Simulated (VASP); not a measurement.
# Sr (P6_3/mmc) in VASP: notebook

The runs below take Sr through single point, with r2SCAN.

All numbers are computed with VASP 6.6.1; they aren't measurements. Logs are shortened: lines on timing, memory, paths and dates and some standing lists are left out, and cuts for length are marked.

### 1 The cell of the first run

The structure is hexagonal, space group P6_3/mmc (No. 194). The conventional cell has a = 4.310 Å, b = 4.310 Å, c = 7.050 Å, α = 90.00°, β = 90.00°, γ = 120.00°. Within 5.7 Å of Sr (site symmetry -6m2) lie 12 Sr at 4.31 Å.

### 2 Single point, r2SCAN

The input, POSCAR:

```
Sr
1.0
    4.3100000000      0.0000000000      0.0000000000
   -2.1550000000      3.7325690000      0.0000000000
    0.0000000000      0.0000000000      7.0500000000
Sr
2
Direct
    0.3333333333      0.6666666667      0.2500000000
    0.6666666667      0.3333333333      0.7500000000
```

The input, INCAR.step1:

```
SYSTEM = Sr
PREC = Accurate
ENCUT = 520
ISMEAR = 1
SIGMA = 0.1
LREAL = .FALSE.
LASPH = .TRUE.
NELM = 60
NBANDS = 17
GGA = PE
ALGO = Normal
EDIFF = 1E-4
LWAVE = .TRUE.
LCHARG = .FALSE.
```

The input, INCAR.step2:

```
SYSTEM = Sr
PREC = Accurate
ENCUT = 520
EDIFF = 1E-7
ISMEAR = 1
SIGMA = 0.1
LREAL = .FALSE.
LASPH = .TRUE.
NELM = 60
ALGO = Normal
ISIF = 2
LWAVE = .FALSE.
LCHARG = .TRUE.
METAGGA = R2SCAN
LMIXTAU = .TRUE.
LELF = .TRUE.
LVHAR = .TRUE.
NBANDS = 17
ISTART = 1
```

The input, KPOINTS:

```
regular mesh
0
G
  5 5 3
  0 0 0
```

Potentials or basis: VASP PAW PBE potentials, release 64 (Sr_sv).

On the command line:

```sh
$ cat potpaw_PBE.64/Sr_sv/POTCAR > POTCAR
$ cp INCAR.step1 INCAR
$ mpirun -np 1 vasp_std > vasp.out
$ cp INCAR.step2 INCAR
$ mpirun -np 1 vasp_std > vasp.out
```

OUTCAR:

```text
SYSTEM = Sr
   PREC = Accurate
   ENCUT = 520
   EDIFF = 1E-7
   ISMEAR = 1
   LREAL = .FALSE.
   LASPH = .TRUE.
   NELM = 60
   ISIF = 2
   METAGGA = R2SCAN
   ISTART = 1

 ion  position               nearest neighbor table
   1  0.333  0.667  0.250-   2 4.31   2 4.31   2 4.31   2 4.31   2 4.31   2 4.31
   2  0.667  0.333  0.750-   1 4.31   1 4.31   1 4.31   1 4.31   1 4.31   1 4.31

  LATTYP: Found a hexagonal cell.
 ALAT       =     4.3100000000
 C/A-ratio  =     1.6357308585

  Lattice vectors:

 A1 = (   4.3100000000,   0.0000000000,   0.0000000000)
 A2 = (  -2.1550000000,   3.7325690000,   0.0000000000)
 A3 = (   0.0000000000,   0.0000000000,   7.0500000000)

Analysis of symmetry for initial positions (statically):
=====================================================================
 Subroutine PRICEL returns:
 Original cell was already a primitive cell.

 Routine SETGRP: Setting up the symmetry group for a
 hexagonal supercell.

 Subroutine GETGRP returns: Found 24 space group operations
 (whereof 12 operations were pure point group operations)
 out of a pool of 24 trial point group operations.

The static configuration has the point symmetry D_3d.
 The point group associated with its full space group is D_6h.

Analysis of symmetry for dynamics (positions and initial velocities):
=====================================================================
 Subroutine PRICEL returns:
 Original cell was already a primitive cell.

 Routine SETGRP: Setting up the symmetry group for a
 hexagonal supercell.

 Subroutine GETGRP returns: Found 24 space group operations
 (whereof 12 operations were pure point group operations)
 out of a pool of 24 trial point group operations.

The dynamic configuration has the point symmetry D_3d.
 The point group associated with its full space group is D_6h.

 Subroutine INISYM returns: Found 24 space group operations
 (whereof 12 operations are pure point group operations),
 and found     1 'primitive' translations

----------------------------------------------------------------------------------------

                                     Primitive cell

  volume of cell :     113.4160

  direct lattice vectors                    reciprocal lattice vectors
     4.310000000  0.000000000  0.000000000     0.232018561  0.133955997  0.000000000
    -2.155000000  3.732569000  0.000000000     0.000000000  0.267911993  0.000000000
     0.000000000  0.000000000  7.050000000     0.000000000  0.000000000  0.141843972

  length of vectors
     4.310000000  4.309999575  7.050000000     0.267911967  0.267911993  0.141843972

  position of ions in fractional coordinates (direct lattice)
     0.333333333  0.666666667  0.250000000
     0.666666667  0.333333333  0.750000000

  ion indices of the primitive-cell ions
   primitive index   ion index
                 1           1
                 2           2

----------------------------------------------------------------------------------------

 KPOINTS: regular mesh

Automatic generation of k-mesh.
 Grid dimensions read from file:
 generate k-points for:    5    5    3

 Generating k-lattice:

  Cartesian coordinates                     Fractional coordinates (reciprocal lattice)
     0.046403712  0.026791199  0.000000000     0.200000000  0.000000000  0.000000000
     0.000000000  0.053582399  0.000000000     0.000000000  0.200000000  0.000000000
     0.000000000  0.000000000  0.047281324     0.000000000  0.000000000  0.333333333

  Length of vectors
     0.053582393  0.053582399  0.047281324

  Shift w.r.t. Gamma in fractional coordinates (k-lattice)
     0.000000000  0.000000000  0.000000000

 Subroutine IBZKPT returns following result:
 ===========================================

 Found     10 irreducible k-points:

 Following reciprocal coordinates:
            Coordinates               Weight
  0.000000  0.000000  0.000000      1.000000
  0.200000 -0.000000  0.000000      6.000000
  0.400000 -0.000000  0.000000      6.000000
  0.200000  0.200000  0.000000      6.000000
  0.400000  0.200000  0.000000      6.000000
  0.000000  0.000000  0.333333      2.000000
  0.200000 -0.000000  0.333333     12.000000
  0.400000 -0.000000  0.333333     12.000000
  0.200000  0.200000  0.333333     12.000000
  0.400000  0.200000  0.333333     12.000000
   k-points           NKPTS =     10   k-points in BZ     NKDIM =     10   number of bands    NBANDS=     17
   number of dos      NEDOS =    301   number of ions     NIONS =      2
   total plane-waves  NPLWV =  55296
   dimension x,y,z NGX =    32 NGY =   32 NGZ =   54
   dimension x,y,z NGXF=    64 NGYF=   64 NGZF=  108
   ions per type =               2
   NGX,Y,Z   is equivalent  to a cutoff of  12.34, 12.34, 12.73 a.u.
   NGXF,Y,Z  is equivalent  to a cutoff of  24.69, 24.69, 25.47 a.u.
 SYSTEM =  Sr
   PREC   = accura    normal or accurate (medium, high low for compatibility)
   ISTART =      1    job   : 0-new  1-cont  2-samecut
   ICHARG =      0    charge: 1-file 2-atom 10-const
   ISPIN  =      1    spin polarized calculation?
   LNONCOLLINEAR =      F non collinear calculations
   LSORBIT =      F    spin-orbit coupling
   LASPH  =      T    aspherical Exc in radial PAW
   ENCUT  =  520.0 eV  38.22 Ry    6.18 a.u.   8.01  8.01 13.11*2*pi/ulx,y,z
   NELM   =     60;   NELMIN=  2; NELMDL=  0     # of ELM steps
   EDIFF  = 0.1E-06   stopping-criterion for ELM
   LREAL  =      F    real-space projection
   EDIFFG = 0.1E-05   stopping-criterion for IOM
   NSW    =      0    number of steps for IOM
   IBRION =     -1    ionic relax: 0-MD 1-quasi-New 2-CG
   NFREE  =      0    steps in history (QN), initial steepest desc. (CG)
   ISIF   =      2    stress and relaxation
   ISYM   =      2    0-nonsym 1-usesym 2-fastsym
   POTIM  = 0.5000    time-step for ionic-motion
   TEBEG  =    0.0;   TEEND  =   0.0 temperature during run
   PSTRESS=    0.0 pullay stress
   NELECT =      20.0000    total number of electrons
   NUPDOWN=      -1.0000    fix difference up-down
   EMIN   =  10.00;   EMAX   =-10.00  energy-range for DOS
   EFERMI =   0.00;   METHOD = LEGACY
   ISMEAR =     1;   SIGMA  =   0.10  broadening in eV -4-tet -1-fermi 0-gaus
   EFERMI_NEDOS =   21; number of points for ismear=-14 and -15
   IALGO  =     38    algorithm
   IMIX   =      4    mixing-type and parameters
     AMIX     =   0.40;   BMIX     =  1.00
     AMIX_MAG =   1.60;   BMIX_MAG =  1.00
  volume/ion in A,a.u.               =      56.71       382.68
  Fermi-wavevector in a.u.,A,eV,Ry     =   0.918037  1.734838 11.466875  0.842792
  Thomas-Fermi vector in A             =   2.043073
   LORBIT       =      0    0 simple, 1 ext, 2 COOP (PROOUT), +10 PAW based schemes
   METAGGA = R2SCAN    functional components
   LHFCALC =     F    Hartree Fock is set to
   AEXX    =    0.0000 exact exchange contribution
   IVDW    =     0    specifies the selected vdW correction
   LEPSILON=     F    determine dielectric tensor
   LRPA    =     F    only Hartree local field effects (RPA)
 non-spin polarized calculation
 Methfessel and Paxton  Order N= 1 SIGMA  =   0.10
  energy-cutoff  :      520.00
  volume of cell :      113.42
 maximum number of plane-waves:      3068
   NGX = 17   NGY = 17   NGZ = 27

 number of electron      20.0000000 magnetization

 Free energy of the ion-electron system (eV)
  ---------------------------------------------------
  ext. energy  EPLUGINS =         0.00000000
  ---------------------------------------------------
  free energy    TOTEN  =       -30.19356338 eV

  energy without entropy =      -30.19205268  energy(sigma->0) =      -30.19305981

 E-fermi :   1.5343     XC(G=0):  -7.7000

 val. band max:        1.5236376742   @ k =   0.4000  -0.0000   0.0000
 cond. band min:       1.5750901053   @ k =   0.2000   0.2000   0.0000
 fundamental gap:      0.0514524311
 Fermi energy:         1.5342501421

 k-point     1 :       0.0000    0.0000    0.0000
  band No.  band energies     occupation
      1     -36.5809      2.00000
      2     -36.5678      2.00000
      3     -18.0199      2.00000
      4     -17.8711      2.00000
      5     -17.8711      2.00000
      6     -17.8464      2.00000
[... 9 lines left out ...]
     16       4.5376      0.00000
     17       5.0796      0.00000

 k-point     2 :       0.2000   -0.0000    0.0000
  band No.  band energies     occupation
      1     -36.5767      2.00000
      2     -36.5658      2.00000
      3     -17.9976      2.00000
      4     -17.9199      2.00000
      5     -17.8959      2.00000
      6     -17.8861      2.00000
[... 9 lines left out ...]
     16       4.6190      0.00000
     17       4.7246      0.00000

 k-point     3 :       0.4000   -0.0000    0.0000
  band No.  band energies     occupation
      1     -36.5692      2.00000
      2     -36.5635      2.00000
      3     -17.9997      2.00000
      4     -17.9722      2.00000
      5     -17.9504      2.00000
      6     -17.9089      2.00000
[... 9 lines left out ...]
     16       5.7240      0.00000
     17       6.0419      0.00000

 k-point     4 :       0.2000    0.2000    0.0000
  band No.  band energies     occupation
      1     -36.5708      2.00000
      2     -36.5638      2.00000
      3     -17.9628      2.00000
      4     -17.9616      2.00000
      5     -17.9605      2.00000
      6     -17.9074      2.00000
[... 9 lines left out ...]
     16       5.1938      0.00000
     17       5.4488      0.00000

 k-point     5 :       0.4000    0.2000    0.0000
  band No.  band energies     occupation
      1     -36.5662      2.00000
      2     -36.5635      2.00000
      3     -17.9977      2.00000
      4     -17.9699      2.00000
      5     -17.9393      2.00000
      6     -17.9255      2.00000
[... 9 lines left out ...]
     16       5.6066      0.00000
     17       5.8512      0.00000

 k-point     6 :       0.0000    0.0000    0.3333
  band No.  band energies     occupation
      1     -36.5776      2.00000
      2     -36.5711      2.00000
      3     -17.9750      2.00000
      4     -17.8832      2.00000
      5     -17.8649      2.00000
      6     -17.8649      2.00000
[... 9 lines left out ...]
     16       4.2605      0.00000
     17       5.6297      0.00000

 k-point     7 :       0.2000   -0.0000    0.3333
  band No.  band energies     occupation
      1     -36.5740      2.00000
      2     -36.5686      2.00000
      3     -17.9718      2.00000
      4     -17.9215      2.00000
      5     -17.9012      2.00000
      6     -17.8782      2.00000
[... 9 lines left out ...]
     16       4.6068      0.00000
     17       5.4097      0.00000

 k-point     8 :       0.4000   -0.0000    0.3333
  band No.  band energies     occupation
      1     -36.5678      2.00000
      2     -36.5649      2.00000
      3     -18.0128      2.00000
      4     -17.9957      2.00000
      5     -17.9097      2.00000
      6     -17.8990      2.00000
[... 9 lines left out ...]
     16       5.2845      0.00000
     17       5.7191      0.00000

 k-point     9 :       0.2000    0.2000    0.3333
  band No.  band energies     occupation
      1     -36.5691      2.00000
      2     -36.5655      2.00000
      3     -17.9873      2.00000
      4     -17.9740      2.00000
      5     -17.9122      2.00000
      6     -17.9113      2.00000
[... 9 lines left out ...]
     16       4.9562      0.00000
     17       5.8114      0.00000

 k-point    10 :       0.4000    0.2000    0.3333
  band No.  band energies     occupation
      1     -36.5655      2.00000
      2     -36.5642      2.00000
      3     -18.0063      2.00000
      4     -17.9936      2.00000
      5     -17.9420      2.00000
      6     -17.9197      2.00000
[... 9 lines left out ...]
     16       5.1571      0.00000
     17       6.1034      0.00000

------------------------ aborting loop because EDIFF is reached ----------------------------------------

  FORCE on cell =-STRESS in cart. coord.  units (eV):
  Direction    XX          YY          ZZ          XY          YZ          ZX
  --------------------------------------------------------------------------------------
  -------------------------------------------------------------------------------------
  Total        0.0899907      0.0899906      0.3104230      0.0000000      0.0000000      0.0000000
  in kB        1.2712584      1.2712580      4.3852078      0.0000000      0.0000000      0.0000000
  external PRESSURE =       2.3092414 kB  Pullay stress =       0.0000000 kB

 VOLUME and BASIS-vectors are now :
 -----------------------------------------------------------------------------
  energy-cutoff  :      520.00
  volume of cell :      113.42
      direct lattice vectors                 reciprocal lattice vectors
     4.310000000  0.000000000  0.000000000     0.232018561  0.133955997  0.000000000
    -2.155000000  3.732569000  0.000000000     0.000000000  0.267911993  0.000000000
     0.000000000  0.000000000  7.050000000     0.000000000  0.000000000  0.141843972

 POSITION                                       TOTAL-FORCE (eV/Angst)
 -----------------------------------------------------------------------------------
     -0.00000      2.48838      1.76250         0.000000      0.000000      0.000000
      2.15500      1.24419      5.28750        -0.000000     -0.000000      0.000000
 -----------------------------------------------------------------------------------
    total drift:                                0.000000     -0.000000      0.000000

  FREE ENERGIE OF THE ION-ELECTRON SYSTEM (eV)
  ---------------------------------------------------
  free  energy   TOTEN  =       -30.1935633805 eV

  energy  without entropy=      -30.1920526836  energy(sigma->0) =      -30.19305981
```

Run time: 60 s. Hardware: 1 thread of Intel Xeon Platinum 8488C (Sapphire Rapids), shared host; peak memory 0.24 GiB.

Results:

```
Free energy            : -30.1936 eV
Pressure               : 0.2 GPa
Band gap on the k mesh : zero (band 10 reaches 1.58 eV, above the bottom of band 11 at 1.41 eV)
```

Caveat: the PAW data sets were made with another functional, which shifts forces and pressure a little.

### 3 Single point, r2SCAN

POSCAR is that of step 2.

The input, INCAR.step1:

```
PREC     = Accurate       # precision mode
ENCUT    = 520            # plane-wave cutoff, eV
ISMEAR   = 1              # smearing method
SIGMA    = 0.1            # smearing width, eV
LREAL    = F              # projectors in reciprocal space
LASPH    = T              # aspherical terms in the spheres
NELM     = 80             # most SCF steps
NBANDS   = 17             # bands
GGA      = PE             # functional
ALGO     = Normal         # electronic algorithm
EDIFF    = 1E-4           # SCF threshold, eV
LWAVE    = T              # write WAVECAR
LCHARG   = F              # write CHGCAR
```

The input, INCAR.step2:

```
PREC     = Accurate       # precision mode
ENCUT    = 520            # plane-wave cutoff, eV
EDIFF    = 1E-7           # SCF threshold, eV
ISMEAR   = 1              # smearing method
SIGMA    = 0.1            # smearing width, eV
LREAL    = F              # projectors in reciprocal space
LASPH    = T              # aspherical terms in the spheres
NELM     = 80             # most SCF steps
ALGO     = Normal         # electronic algorithm
ISIF     = 2              # what is computed and relaxed
LWAVE    = F              # write WAVECAR
LCHARG   = F              # write CHGCAR
METAGGA  = R2SCAN         # meta-GGA
LMIXTAU  = T            
NBANDS   = 17             # bands
ISTART   = 1
```

The input, KPOINTS:

```
regular mesh
0
Gamma
  6 6 3
```

Potentials or basis: VASP PAW PBE potentials, release 64 (Sr_sv).

On the command line:

```sh
$ cat potpaw_PBE.64/Sr_sv/POTCAR > POTCAR
$ cp INCAR.step1 INCAR
$ mpirun -np 1 vasp_std > vasp.out
$ cp INCAR.step2 INCAR
$ mpirun -np 1 vasp_std > vasp.out
```

Wall time 76 s (1 thread of Intel Xeon Platinum 8488C (Sapphire Rapids), shared host); peak memory 0.24 GiB.

It converged, with:

| Quantity | Value |
| --- | --- |
| Free energy | -30.1489 eV |
| Pressure | 0.2 GPa |
| Band gap on the k mesh | zero (band 10 reaches 1.58 eV, above the bottom of band 11 at 1.34 eV) |

Stress tensor (GPa, compression positive):
```
-0.05  0.00  0.00
 0.00 -0.05  0.00
 0.00  0.00  0.71
```

Levels at points of the mesh, in eV from the Fermi level:
| k point | band 8 | band 9 | band 10 | band 11 | band 12 | band 13 |
| --- | --- | --- | --- | --- | --- | --- |
| (0.00, 0.00, 0.00) | -19.36 | -3.82 | -1.09 | -0.11 | 2.58 | 2.58 |
| (0.50, 0.00, 0.00) | -19.40 | -1.12 | -0.63 | 0.13 | 0.32 | 1.39 |

Caveat: the PAW data sets were made with another functional, which shifts forces and pressure a little.

### 4 Single point, r2SCAN

POSCAR is that of step 3.

The input, INCAR.step1:

```
PREC = Accurate
ENCUT = 520
ISMEAR = 1
SIGMA = 0.1
LREAL = F
LASPH = T
NELM = 60
NBANDS = 17
GGA = PE
ALGO = Normal
EDIFF = 1E-4
LWAVE = T
LCHARG = F
```

The input, INCAR.step2:

```
PREC = Accurate
ENCUT = 520
EDIFF = 1E-7
ISMEAR = 1
SIGMA = 0.1
LREAL = F
LASPH = T
NELM = 60
ALGO = Normal
ISIF = 2
LWAVE = F
LCHARG = F
METAGGA = R2SCAN
LMIXTAU = T
NBANDS = 17
ISTART = 1
```

The input, KPOINTS:

```
Automatic mesh
0
Gamma
  8 8 4
```

On the command line:

```sh
$ cat potpaw_PBE.64/Sr_sv/POTCAR > POTCAR
$ cp INCAR.step1 INCAR
$ mpirun -np 1 vasp_std > vasp.out
$ cp INCAR.step2 INCAR
$ mpirun -np 1 vasp_std > vasp.out
```

It took 2.2 min on 1 thread of Intel Xeon Platinum 8488C (Sapphire Rapids), shared host; peak memory 0.25 GiB.

It converged, with:

| Item | Value |
| --- | --- |
| Free energy | -30.1947 eV |
| Pressure | 0.2 GPa |
| Band gap on the k mesh | zero (band 10 reaches 1.75 eV, above the bottom of band 11 at 1.42 eV) |

Stress tensor (GPa, compression positive):
```
-0.05  0.00  0.00
 0.00 -0.05  0.00
 0.00  0.00  0.55
```

Levels at points of the mesh, in eV from the Fermi level:
```
           k point  band 8  band 9  band 10  band 11  band 12  band 13
(0.00, 0.00, 0.00)  -19.37   -3.83    -1.10    -0.12     2.56     2.56
(0.50, 0.00, 0.00)  -19.41   -1.13    -0.64     0.12     0.31     1.37
(0.00, 0.00, 0.50)  -19.40   -2.86    -2.86     1.42     1.42     2.57
(0.50, 0.00, 0.50)  -19.42   -0.77    -0.77     0.14     0.14     1.49
```

Caveat: the PAW data sets were made with another functional, which shifts forces and pressure a little.

### 5 Overview

```csv
k mesh,gap on the mesh (eV),pressure (GPa)
5 × 5 × 3,none,0.2
6 × 6 × 3,none,0.2
8 × 8 × 4,none,0.2
```

Alike in all rows: task single point; level r2SCAN; potentials or basis VASP PAW PBE potentials, release 64 (Sr_sv); no spin polarisation; cell as given; cutoff (eV) 520; smearing methfessel-paxton 0.1 eV.

Every run on the cell as given and a fine mesh finds a metal.

Caveats: the PAW data sets were made with another functional, which shifts forces and pressure a little.

Absolute energies hang on the potentials; compare differences alone.
